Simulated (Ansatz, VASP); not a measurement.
# Ag: VASP beside Ansatz

The input INCAR:

```
  ALGO = Fast
  EDIFF = 1E-7
  ENCUT = 520
  GGA = PS
  ISIF = 2
  ISMEAR = 0
  LASPH = True
  LCHARG = False
  LREAL = False
  LWAVE = False
  NBANDS = 42
  NELM = 100
  PREC = Accurate
  SIGMA = 0.15
```

File KPOINTS:

```
k-points
0
Gamma
  24 24 5
```

The input POSCAR:

```
Ag
1.0
   -2.8670626753      0.0000000000      0.0000000000
   -1.4335313377     -2.4829491111      0.0000000000
    0.0000000000      0.0000000000     15.0721448197
Ag
6
Direct
    0.3333333333      0.3333333333      0.7002237708
    0.3333333333      0.3333333333      0.0777888093
    0.3333333333      0.3333333333      0.3890062900
    0.6666666667      0.6666666667      0.8558325111
    0.6666666667      0.6666666667      0.2333975497
    0.6666666667      0.6666666667      0.5446150304
```

Input for Ansatz:

```yaml
crystal:
  lattice:
    - [-2.8670626753, 0.0, 0.0]
    - [-1.4335313377, -2.4829491111, 0.0]
    - [0.0, 0.0, 15.0721448197]
  atoms:
    - { symbol: Ag, position: [0.3333333333, 0.3333333333, 0.7002237708] }
    - { symbol: Ag, position: [0.3333333333, 0.3333333333, 0.0777888093] }
    - { symbol: Ag, position: [0.3333333333, 0.3333333333, 0.38900629] }
    - { symbol: Ag, position: [0.6666666667, 0.6666666667, 0.8558325111] }
    - { symbol: Ag, position: [0.6666666667, 0.6666666667, 0.2333975497] }
    - { symbol: Ag, position: [0.6666666667, 0.6666666667, 0.5446150304] }
basis:
  ecutwfc: 420
kpoints:
  mp_grid: { grid: [24, 24, 5] }
hamiltonian:
  xc: pbesol
scf:
  occupations: { method: gaussian, width: 0.15 }
output:
  forces: true
  stress: true
  eigenvalues: true
```

Alike in both runs: task single point; functional PBEsol; k mesh 24 × 24 × 5; occupations gaussian, width 0.15 eV; no spin polarisation.

|  | VASP | Ansatz |
| --- | --- | --- |
| version | VASP 6.6.1 | Ansatz 0.2.0 |
| potentials or method | VASP PAW PBE potentials, release 64 (Ag), cutoff 520 eV | scalar-relativistic, plane waves, PAW |
| valence electrons in the cell | 66 | 114 |

|  | VASP | Ansatz | Ansatz less VASP |
| --- | --- | --- | --- |
| gap on the k mesh at the Fermi level (eV) | none | none | - |
| pressure (GPa) | -2.3 | -2.2 | +0.18 |
| traceless stress, the component that is largest in VASP (GPa) | -0.57 | -0.57 | -0.001 |
| rms of the force components (eV/Å) | 0.140 | 0.143 | +0.0032 |

VASP's potentials were made for PBE, not for PBEsol. Atom by atom the forces differ by 0.003 eV/Å (rms over components). A gap of «none» marks a metal or a gap that the smearing closes. VASP's potentials hold 66 valence electrons a cell and Ansatz's 114, so a difference there can come from the potentials and not from the codes.
